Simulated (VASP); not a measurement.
SnO, 8 atoms in the cell. The cell holds a slab with vacuum, 8 atoms: a = 3.820 Å, b = 3.820 Å, c = 22.226 Å, α = 90.00°, β = 90.00°, γ = 90.00°.  This cell differs from its parent crystal: layers slid over each other.

| Quantity | Value |
| --- | --- |
| Program | VASP 6.6.1 |
| Task | single point |
| Functional | PBE |
| Dispersion | D3(BJ) |
| Potentials or basis | VASP PAW PBE potentials, release 64 (Sn_d, O) |
| Cutoff | 520 eV |
| k mesh | 7 × 7 × 1 |
| Occupations | gaussian, width 0.05 eV |
| Spin | no spin polarisation |
| Dipole correction | yes |
| Further INCAR settings | ALGO = Normal; EDIFF = 1e-06; NBANDS = 50; NELMDL = -8 |

Potentials or basis: VASP PAW PBE potentials, release 64 (Sn_d, O).

Launch:

```sh
$ cat potpaw_PBE.64/Sn_d/POTCAR potpaw_PBE.64/O/POTCAR > POTCAR
$ mpirun -np 1 vasp_std > vasp.out
```

Hardware: 1 thread of Oxide Virtual Turin-like Processor (shared host).

Question: How long does it take, and how much memory?

Answer: It took 10 min on 1 thread of Oxide Virtual Turin-like Processor, on a shared host, peak memory 0.43 GiB. Counts: scf iterations 26, k points 16.
